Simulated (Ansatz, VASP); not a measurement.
## Two plane-wave programs on Pt

```
Pt
1.0
     2.91549    0.00000    0.00000
    -1.45775    2.52489    0.00000
     0.00000    0.00000    9.80879
Pt
4
Cartesian
  1.4577 2.5249 0.0000
  1.4577 2.5249 4.9044
  0.0000 1.6833 2.4522
  1.4577 0.8416 7.3566
```

Alike in both runs: task single point; functional BLYP; k mesh 14 × 14 × 4; occupations fermi-dirac, width 0.1 eV; no spin polarisation.

```csv
,VASP,Ansatz
version,VASP 6.6.1,Ansatz 0.2.0
potentials or method,"VASP PAW PBE potentials, release 64 (Pt), cutoff 520 eV","plane waves (420 eV) with PAW, scalar-relativistic"
valence electrons in the cell,40,72
```

```tsv
	VASP	Ansatz	Ansatz less VASP
pressure (GPa)	-11.5	-12.2	-0.66
traceless stress, the component that is largest in VASP (GPa)	0.36	0.48	+0.124
```

VASP's potentials were made for PBE, not for BLYP. The functional is the same, so the differences come from potentials, cutoffs and numerics. VASP's potentials hold 40 valence electrons a cell and Ansatz's 72, so a difference there can come from the potentials and not from the codes.

Spin-orbit coupling is off throughout.
